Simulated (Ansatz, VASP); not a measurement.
Na2F: VASP beside Ansatz

INCAR

```
SYSTEM = Na2F
PREC = Accurate
ENCUT = 600
EDIFF = 1E-7
ISMEAR = 0
SIGMA = 0.1
LREAL = .FALSE.
LASPH = .TRUE.
NELM = 60
ALGO = Normal
ISIF = 3
LWAVE = .FALSE.
LCHARG = .FALSE.
GGA = PE
IVDW = 12
IBRION = 2
NSW = 90
EDIFFG = -0.04
```

The input KPOINTS:

```
Automatic mesh
0
G
  6 6 4
  0 0 0
```

Contents of POSCAR:

```
Na2F
1.0
    3.2429575900      0.0000000000      0.0000000000
   -1.6214787900      2.8084836500      0.0000000000
    0.0000000000      0.0000000000      5.5404508800
Na F
2 1
Direct
    0.3333333300      0.6666666700      0.4152100500
    0.0000000000      0.0000000000      0.0000000000
    0.6666666700      0.3333333300      0.2247477400
```

Input for Ansatz:

```yaml
crystal:
  lattice:
    - [3.24295759, 0.0, 0.0]
    - [-1.62147879, 2.80848365, 0.0]
    - [0.0, 0.0, 5.54045088]
  atoms:
    - { symbol: Na, position: [0.33333333, 0.66666667, 0.41521005] }
    - { symbol: Na, position: [0.0, 0.0, 0.0] }
    - { symbol: F, position: [0.66666667, 0.33333333, 0.22474774] }
basis:
  ecutwfc: 420
kpoints:
  mp_grid: { grid: [6, 6, 4] }
hamiltonian:
  xc: pbe
  dispersion: d3bj
scf:
  occupations: { method: gaussian, width: 0.1 }
  lower_state_search: "off"
output:
  forces: true
  stress: true
  eigenvalues: true
relax:
  adjacent_minimum: "off"
  f_tol: 0.04
  max_steps: 70
  cell: { stress_tol: 0.4 }
```

Alike in both runs: task relaxation of cell and atoms; functional PBE; dispersion D3(BJ); k mesh 6 × 6 × 4; occupations gaussian, width 0.1 eV; no spin polarisation.

|  | VASP | Ansatz |
| --- | --- | --- |
| version | VASP 6.6.1 | Ansatz 0.2.0 |
| potentials or method | VASP PAW PBE potentials, release 64 (Na_pv, F), cutoff 600 eV | scalar-relativistic, plane waves, PAW |
| valence electrons in the cell | 21 | 25 |

VASP gave:

* gap on the k mesh at the Fermi level, each at its own relaxed structure (eV): none
* relaxed volume (Å³/atom): 18.88
* relaxed cell length with the largest relative difference (Å): 3.340

Which values does Ansatz return?

gap on the k mesh at the Fermi level, each at its own relaxed structure (eV): none; relaxed volume (Å³/atom): 18.94; relaxed cell length with the largest relative difference (Å): 3.349.

A gap of «none» marks a metal or a gap that the smearing closes. VASP's potentials hold 21 valence electrons a cell and Ansatz's 25, so a difference there can come from the potentials and not from the codes.

The k mesh is coarse, so the values compare programs but aren't converged.
